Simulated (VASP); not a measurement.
Here is a VASP 6.6.1 calculation.

File INCAR:

```
SYSTEM = RbSr
  ALGO = Normal
  EDIFF = 1E-6
  ENCUT = 520
  GGA = PE
  ISIF = 2
  ISMEAR = 0
  LASPH = .True.
  LCHARG = .False.
  LREAL = .False.
  LWAVE = .False.
  NBANDS = 16
  NELM = 80
  PREC = Accurate
  SIGMA = 0.1
```

KPOINTS

```
k-points
0
Gamma
  4 4 4
  0 0 0
```

The input POSCAR:

```
RbSr
1.0
    0.0000000000      3.5259073600      3.5259073600
    3.5259073600      0.0000000000      3.5259073600
    3.5259073600      3.5259073600      0.0000000000
Rb Sr
1 1
Direct
    0.0000000000      0.0000000000      0.0000000000
    0.5000000000      0.5000000000      0.5000000000
```

Potentials or basis: VASP PAW PBE potentials, release 64 (Rb_sv, Sr_sv).

Run with:

```console
$ cat potpaw_PBE.64/Rb_sv/POTCAR potpaw_PBE.64/Sr_sv/POTCAR > POTCAR
$ mpirun -np 1 vasp_std > vasp.out
```

(1) Estimate the band gap on the k mesh.

(2) Predict the pressure.

Results:

(1) zero (an odd number of electrons rules out a gap without spin polarisation).

(2) 4.8 GPa.

Caveat: the k points lie up to 0.39 Å⁻¹ apart, too coarse for converged energies and pressures of a metal.
